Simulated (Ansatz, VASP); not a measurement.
In in VASP and in Ansatz

```
In
1.0
     0.00000    2.42152    2.42152
     2.42152    0.00000    2.42152
     2.42152    2.42152    0.00000
In
1
Direct
  0.00000 0.00000 0.00000
```

Alike in both runs: task single point; functional revPBE; k mesh 13 × 13 × 13; occupations fermi-dirac, width 0.1 eV; no spin polarisation.

```csv
,VASP,Ansatz
version,VASP 6.6.1,Ansatz 0.2.0
potentials or method,"VASP PAW PBE potentials, release 64 (In_d), cutoff 520 eV","plane waves (420 eV) with PAW, scalar-relativistic"
valence electrons in the cell,13,13
```

|  | VASP | Ansatz | Ansatz less VASP |
| --- | --- | --- | --- |
| pressure (GPa) | 0.0 | 0.0 | +0.03 |

VASP's potentials were made for PBE, not for revPBE. With one functional, cell and mesh, what is left measures potentials, basis and numerics.
